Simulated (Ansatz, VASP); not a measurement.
**Hg: VASP beside Ansatz**

```
Hg
1.0
    -1.92877    1.92877    1.92877
     1.92877   -1.92877    1.92877
     1.92877    1.92877   -1.92877
Hg
1
Direct
  0.00000 0.00000 0.00000
```

Alike in both runs: task single point; functional r2SCAN; k mesh 16 × 16 × 16; occupations gaussian, width 0.05 eV; no spin polarisation.

```csv
,VASP,Ansatz
version,VASP 6.6.1,Ansatz 0.2.0
potentials or method,"VASP PAW PBE potentials, release 64 (Hg), cutoff 520 eV","scalar-relativistic, plane waves, PAW"
valence electrons in the cell,12,20
```

|  | VASP | Ansatz | Ansatz less VASP |
| --- | --- | --- | --- |
| pressure (GPa) | -0.7 | -0.8 | -0.14 |

VASP's potentials were made for PBE, not for r2SCAN. VASP's potentials hold 12 valence electrons a cell and Ansatz's 20, so a difference there can come from the potentials and not from the codes.

Spin-orbit coupling is off throughout.
